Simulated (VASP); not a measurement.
Pt: single point with LDA

The system is Pt.

```
CELL_PARAMETERS angstrom
2.57347 0.00000 0.00000
-1.28673 2.22869 0.00000
0.00000 0.00000 4.35264
ATOMIC_POSITIONS crystal
Pt 0.33333 0.66667 0.25000
Pt 0.66667 0.33333 0.75000
```

This isn't the form of Pt at room conditions, which is fcc.

- Program: VASP 6.6.1
- Task: single point
- Functional: LDA
- Potentials or basis: VASP PAW LDA potentials, release 64 (Pt_sv_GW)
- Cutoff: 570 eV
- k mesh: 16 × 16 × 9
- Occupations: fermi-dirac, width 0.08 eV
- Spin: no spin polarisation

| Property | Result |
| --- | --- |
| Pressure | 82.3 GPa |
| Band gap on the k mesh | zero (bands 18 and 19 overlap by 1.80 eV) |

Stress tensor (GPa, compression positive):
```
82.51  0.00  0.00
 0.00 82.51  0.00
 0.00  0.00 82.02
```

Levels at points of the mesh, in eV from the Fermi level:
```csv
k point,band 15,band 16,band 17,band 18,band 19,band 20,band 21,band 22
"(0.00, 0.00, 0.00)",-4.38,-2.93,-2.93,-1.51,-0.38,-0.38,6.85,14.34
"(0.50, 0.00, 0.00)",-3.97,0.16,0.31,0.67,2.81,4.62,8.66,10.39
```

Run time: 42 s on 1 thread of AMD EPYC 9R45 96-Core Processor (Zen 5) (shared host), peak memory 0.17 GiB.

Caveat: the cell stands under pressure; spin-orbit coupling is left out, which moves the levels of the heavy elements.
